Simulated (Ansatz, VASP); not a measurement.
Two plane-wave programs on In3Sb

```
In Sb
1.0
     4.62723    0.00000    0.00000
     0.00000    4.62723    0.00000
     0.00000    0.00000    4.62723
In Sb
3 1
Direct
  0.50000 0.50000 0.00000
  0.50000 0.00000 0.50000
  0.00000 0.50000 0.50000
  0.00000 0.00000 0.00000
```

Alike in both runs: task single point; functional PBEsol; k mesh 10 × 10 × 10; occupations gaussian, width 0.1 eV; no spin polarisation.

|  | VASP | Ansatz |
| --- | --- | --- |
| version | VASP 6.6.1 | Ansatz 0.2.0 |
| potentials or method | VASP PAW PBE potentials, release 64 (In_d, Sb), cutoff 500 eV | scalar-relativistic, plane waves, PAW |
| valence electrons in the cell | 44 | 54 |

|  | VASP | Ansatz | Ansatz less VASP |
| --- | --- | --- | --- |
| gap on the k mesh at the Fermi level (eV) | none | none | - |
| pressure (GPa) | 3.3 | 3.3 | 0.00 |

VASP's potentials were made for PBE, not for PBEsol. A gap of «none» marks a metal or a gap that the smearing closes. VASP's potentials hold 44 valence electrons a cell and Ansatz's 54, so a difference there can come from the potentials and not from the codes.

Spin-orbit coupling is off throughout.
